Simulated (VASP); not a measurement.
Here is a VASP 6.6.1 calculation.

Contents of INCAR:

```
  PREC = Accurate
  ENCUT = 520
  EDIFF = 1E-6
  ISMEAR = -1
  SIGMA = 0.1
  LREAL = F
  LASPH = T
  NELM = 100
  ALGO = Normal
  ISIF = 2
  LWAVE = F
  LCHARG = T
  GGA = PE
  LELF = T
  LVHAR = T
  NBANDS = 18
```

Contents of KPOINTS:

```
Automatic mesh
0
Gamma
  6 6 6
```

Contents of POSCAR:

```
BiTe
1.0
    0.0000000000      3.3139333765      3.3139333765
    3.3139333765      0.0000000000      3.3139333765
    3.3139333765      3.3139333765      0.0000000000
Bi Te
1 1
Direct
    0.0000000000      0.0000000000      0.0000000000
    0.5000000000      0.5000000000      0.5000000000
```

Potentials or basis: VASP PAW PBE potentials, release 64 (Bi_d, Te).

Command:

```sh
$ cat potpaw_PBE.64/Bi_d/POTCAR potpaw_PBE.64/Te/POTCAR > POTCAR
$ mpirun -np 1 vasp_std > vasp.out
```

Task: Predict the pressure.

Result: -2.3 GPa.
